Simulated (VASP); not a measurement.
Wanted: the native input for a VASP 6.6.1 run.

```yaml
Task: single point
Functional: BLYP
Potentials_or_basis: VASP PAW PBE potentials, release 64 (Ca_sv, O)
Cutoff: 520 eV
k_mesh: 10 × 10 × 10
Occupations: fermi-dirac, width 0.05 eV
Spin: no spin polarisation
Dipole_correction: no
Further_INCAR_settings: ALGO = Normal; EDIFF = 1e-07; NBANDS = 15
```

The structure of CaO lies in POSCAR:

```
CaO
1.0
    0.0000000000      2.3544897713      2.3544897713
    2.3544897713      0.0000000000      2.3544897713
    2.3544897713      2.3544897713      0.0000000000
Ca O
1 1
Direct
    0.0000000000      0.0000000000      0.0000000000
    0.5000000000      0.5000000000      0.5000000000
```

These files were run (other wordings do the same):

INCAR

```
  PREC = Accurate
  ENCUT = 520
  EDIFF = 1E-7
  ISMEAR = -1
  SIGMA = 0.05
  LREAL = False
  LASPH = True
  NELM = 60
  ALGO = Normal
  ISIF = 2
  LWAVE = False
  LCHARG = False
  GGA = B5
  ALDAX = 1.0
  AGGAX = 1.0
  AGGAC = 1.0
  ALDAC = 0.0
  NBANDS = 15
```

KPOINTS

```
regular mesh
0
Gamma
  10 10 10
```

Potentials or basis: VASP PAW PBE potentials, release 64 (Ca_sv, O).

Command:

```console
$ cat potpaw_PBE.64/Ca_sv/POTCAR potpaw_PBE.64/O/POTCAR > POTCAR
$ mpirun -np 1 vasp_std > vasp.out
```

It gave:

The pressure is 13.6 GPa and the band gap on the k mesh is 3.71 eV (least direct gap 4.06 eV).

Caveat: the cell stands under pressure; the PAW data sets were made with another functional, which shifts forces and pressure a little.

It took 53 s on 1 thread of Intel Xeon 8259CL, on a shared host, peak memory 0.17 GiB.
